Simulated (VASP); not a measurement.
A run of VASP 6.6.1 is set up as follows.

File INCAR:

```
ALGO = Normal
EDIFF = 1E-6
ENCUT = 600
GGA = PE
GGA_COMPAT = F
ISIF = 2
ISMEAR = -1
LASPH = T
LCHARG = F
LREAL = F
LWAVE = F
NBANDS = 11
NELM = 120
PREC = Accurate
SIGMA = 0.05
```

KPOINTS

```
k-points
0
Gamma
  8 8 8
```

POSCAR

```
MgO
1.0
    0.0000000000      2.1055000000      2.1055000000
    2.1055000000      0.0000000000      2.1055000000
    2.1055000000      2.1055000000      0.0000000000
Mg O
1 1
Direct
    0.0000000000      0.0000000000      0.0000000000
    0.5000000000      0.5000000000      0.5000000000
```

Potentials or basis: VASP PAW PBE potentials, release 64 (Mg, O).

Command:

```bash
$ cat potpaw_PBE.64/Mg/POTCAR potpaw_PBE.64/O/POTCAR > POTCAR
$ mpirun -np 1 vasp_std > vasp.out
```

Task: Predict the band gap on the k mesh.

Result: 4.74 eV, direct.

Task: What does it give for the pressure?

Result: 3.8 GPa.

PBE gaps usually lie below the measured ones, often by a third to a half.
